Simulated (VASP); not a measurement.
# SnPb5O6 in VASP: further runs, part 2 of 2

VASP 6.6.1. Earlier steps stand in the parts before.

## 3. Single point, PBE

This run uses another cell than the first one, of 22.28 Å³/atom.

INCAR reads:

```
ALGO = Normal
EDIFF = 1E-6
ENCUT = 520
GGA = PE
ISIF = 2
ISMEAR = 0
LASPH = T
LCHARG = F
LREAL = F
LWAVE = F
NBANDS = 72
NELM = 100
PREC = Accurate
SIGMA = 0.1
```

KPOINTS reads:

```
k-points
0
Gamma
  4 4 1
```

POSCAR reads:

```
SnPb5O6
1.0
    4.0199845773      0.0000000000      0.0000000000
    0.0000000000      4.0199845773      0.0000000000
    0.0000000000      0.0000000000     16.5446895177
Sn Pb O
1 5 6
Direct
    0.0000000000      0.0000000000      0.7391968143
    0.0000000000      0.0000000000      0.0667047107
    1.0000000000      0.0000000000      0.4065098028
    0.5000000000      0.5000000000      0.2609494227
    0.5000000000      0.5000000000      0.5994165409
    0.5000000000      0.5000000000      0.9211812655
    1.0000000000      0.5000000000      0.9948763014
    0.0000000000      0.5000000000      0.3346364268
    0.0000000000      0.5000000000      0.6735079933
    0.5000000000      0.0000000000      0.9948763014
    0.5000000000      0.0000000000      0.3346364268
    0.5000000000      0.0000000000      0.6735079933
```

Potentials or basis: VASP PAW PBE potentials, release 64 (Sn_d, Pb_d, O).

Run with:

```console
$ cat potpaw_PBE.64/Sn_d/POTCAR potpaw_PBE.64/Pb_d/POTCAR potpaw_PBE.64/O/POTCAR > POTCAR
$ mpirun -np 1 vasp_std > vasp.out
```

OUTCAR:

```text
EDIFF = 1E-6
   ENCUT = 520
   GGA = PE
   ISIF = 2
   ISMEAR = 0
   LASPH = T
   LREAL = F
   NELM = 100
   PREC = Accurate

 ion  position               nearest neighbor table
   1  0.000  0.000  0.739-   9 2.28  12 2.28   9 2.28  12 2.28   5 3.66   5 3.66   5 3.66   5 3.66

   2  0.000  0.000  0.067-   7 2.34  10 2.34   7 2.34  10 2.34   6 3.73   6 3.73   6 3.73   6 3.73

   3  0.000  0.000  0.407-   8 2.34  11 2.34   8 2.34  11 2.34   4 3.73   4 3.73   4 3.73   4 3.73
[... 666 lines left out ...]

 VOLUME and BASIS-vectors are now :
 -----------------------------------------------------------------------------
  energy-cutoff  :      520.00
  volume of cell :      267.37
      direct lattice vectors                 reciprocal lattice vectors
     4.019984577  0.000000000  0.000000000     0.248757173  0.000000000  0.000000000
     0.000000000  4.019984577  0.000000000     0.000000000  0.248757173  0.000000000
     0.000000000  0.000000000 16.544689518     0.000000000  0.000000000  0.060442355

 POSITION                                       TOTAL-FORCE (eV/Angst)
 -----------------------------------------------------------------------------------
      0.00000      0.00000     12.22978         0.000000      0.000000      0.057087
      0.00000      0.00000      1.10361         0.000000      0.000000      0.032425
      0.00000      0.00000      6.72558         0.000000      0.000000      0.034656
      2.00999      2.00999      4.31733         0.000000      0.000000     -0.035179
      2.00999      2.00999      9.91716         0.000000     -0.000000     -0.038146
      2.00999      2.00999     15.24066         0.000000     -0.000000     -0.036529
      0.00000      2.00999     16.45992         0.000000      0.000000      0.002937
      0.00000      2.00999      5.53646         0.000000      0.000000      0.000491
      0.00000      2.00999     11.14298         0.000000      0.000000     -0.010585
      2.00999      0.00000     16.45992        -0.000000      0.000000      0.002937
      2.00999      0.00000      5.53646         0.000000      0.000000      0.000491
      2.00999      0.00000     11.14298         0.000000      0.000000     -0.010585
 -----------------------------------------------------------------------------------
    total drift:                                0.000000     -0.000000     -0.000886

  FREE ENERGIE OF THE ION-ELECTRON SYSTEM (eV)
  ---------------------------------------------------
  free  energy   TOTEN  =       -65.0954232379 eV

  energy  without entropy=      -65.0954232379  energy(sigma->0) =      -65.09542324
```

stdout:

```text
POSCAR found type information on POSCAR SnPbO
 POSCAR found :  3 types and      12 ions
 scaLAPACK will be used
 LDA part: xc-table for (Slater+PW92), standard interpolation
 POSCAR, INCAR and KPOINTS ok, starting setup
 FFT: planning ... GRIDC
 FFT: planning ... GRID_SOFT
 FFT: planning ... GRID
 WAVECAR not read
 entering main loop
```

It took 3.9 min on 1 thread of Intel Xeon 8259CL, shared host; peak memory 0.39 GiB.

What came out:

```
Free energy            : -65.0954 eV
Pressure               : 0.1 GPa
Largest force          : 0.057 eV/Å
Band gap on the k mesh : 1.50 eV
```

Forces in eV/Å, atoms in the order of the input:
```
Sn   0.000  0.000  0.057
Pb   0.000  0.000  0.032
Pb   0.000  0.000  0.035
Pb   0.000  0.000 -0.035
Pb   0.000  0.000 -0.038
Pb   0.000  0.000 -0.037
O    0.000  0.000  0.003
O    0.000  0.000  0.000
O    0.000  0.000 -0.011
O    0.000  0.000  0.003
O    0.000  0.000  0.000
O    0.000  0.000 -0.011
```

Caveat: spin-orbit coupling is left out, which moves the levels of the heavy elements; an odd mesh through Γ misses points on the zone boundary, where band edges can lie.

## 4. Single point, PBE

This run uses another cell than the first one, of 22.32 Å³/atom.

INCAR reads:

```
SYSTEM = SnPb5O6
PREC = Accurate
ENCUT = 520
EDIFF = 1E-6
ISMEAR = 0
SIGMA = 0.1
LREAL = .FALSE.
LASPH = .TRUE.
NELM = 80
ALGO = Normal
ISIF = 2
LWAVE = .FALSE.
LCHARG = .FALSE.
GGA = PE
NBANDS = 72
```

KPOINTS reads:

```
Automatic mesh
0
G
  4 4 1
  0 0 0
```

POSCAR reads:

```
SnPb5O6
1.0
    4.0577820378      0.0012317799      0.0008589425
    0.0022320826      3.9821202692     -0.0009219112
    0.0035858516     -0.0041069017     16.5771504260
Sn Pb O
1 5 6
Direct
    0.0007053082      0.0001845676      0.7386744435
   -0.0002850663      0.0002499733      0.0667333262
    0.9991988447     -0.0001088382      0.4066476366
    0.4993167475      0.4995495467      0.2613798417
    0.5008604570      0.4999537678      0.5990627834
    0.5000880974      0.5000076401      0.9214690015
    0.9999670053      0.5003825141      0.9938009106
   -0.0007094166      0.4995059788      0.3336830471
    0.0006179411      0.5000470650      0.6718909322
    0.5000897633      0.0006047633      0.9962968734
    0.4992234578     -0.0004146057      0.3361796320
    0.5009268605      0.0000376271      0.6741815717
```

Run with:

```console
$ cat potpaw_PBE.64/Sn_d/POTCAR potpaw_PBE.64/Pb_d/POTCAR potpaw_PBE.64/O/POTCAR > POTCAR
$ mpirun -np 1 vasp_std > vasp.out
```

Run time: 6.8 min. Hardware: 1 thread of Intel Xeon 8259CL, shared host; peak memory 0.41 GiB.

It converged, with:

- Free energy: -65.0952 eV
- Pressure: 0.1 GPa
- Largest force: 0.043 eV/Å
- Band gap on the k mesh: 1.51 eV

Forces in eV/Å, atoms in the order of the input:
```
Sn  -0.001  0.000  0.043
Pb   0.004  0.004  0.033
Pb  -0.001 -0.003  0.036
Pb   0.002 -0.001 -0.032
Pb  -0.001 -0.001 -0.027
Pb   0.000  0.005 -0.031
O    0.001 -0.002 -0.002
O   -0.002  0.004 -0.005
O    0.005  0.000 -0.008
O   -0.005 -0.008  0.000
O    0.002  0.001  0.000
O   -0.004  0.001 -0.006
```

Levels at points of the mesh, in eV from the valence-band top:
| k point | band 57 | band 58 | band 59 | band 60 | band 61 | band 62 | band 63 | band 64 |
| --- | --- | --- | --- | --- | --- | --- | --- | --- |
| (0.00, 0.00, 0.00) | -1.28 | -0.82 | -0.67 | 0.00 | 1.51 | 1.87 | 1.92 | 4.14 |
| (0.50, 0.00, 0.00) | -1.35 | -1.08 | -1.00 | -0.86 | 2.42 | 2.61 | 2.87 | 2.97 |
| (0.00, 0.50, 0.00) | -1.34 | -1.06 | -0.99 | -0.84 | 2.40 | 2.60 | 2.83 | 2.97 |
| (0.50, 0.50, 0.00) | -1.09 | -1.06 | -0.69 | -0.66 | 1.51 | 1.52 | 2.57 | 2.60 |

Caveat: spin-orbit coupling is left out, which moves the levels of the heavy elements; an odd mesh through Γ misses points on the zone boundary, where band edges can lie.

## 5. Overview

| cell | gap on the mesh (eV) | pressure (GPa) | largest force (eV/Å) |
| --- | --- | --- | --- |
| a = 4.023, b = 4.023, c = 16.340 Å, 12 atoms, atomic positions A | 1.46 | 0.1 | 0.06 |
| a = 4.020, b = 4.020, c = 16.545 Å, 12 atoms, atomic positions B | 1.50 | 0.1 | 0.06 |
| a = 4.058, b = 3.982, c = 16.577 Å, 12 atoms, atomic positions C | 1.51 | 0.1 | 0.04 |

Alike in all rows: task single point; level PBE; potentials or basis VASP PAW PBE potentials, release 64 (Sn_d, Pb_d, O); no spin polarisation; k mesh 4 × 4 × 1; cutoff (eV) 520; smearing gaussian 0.1 eV.

Caveats: spin-orbit coupling is left out, which moves the levels of the heavy elements; an odd mesh through Γ misses points on the zone boundary, where band edges can lie.

Total energies depend on the potentials used, so only differences within one code and one set of settings carry meaning.
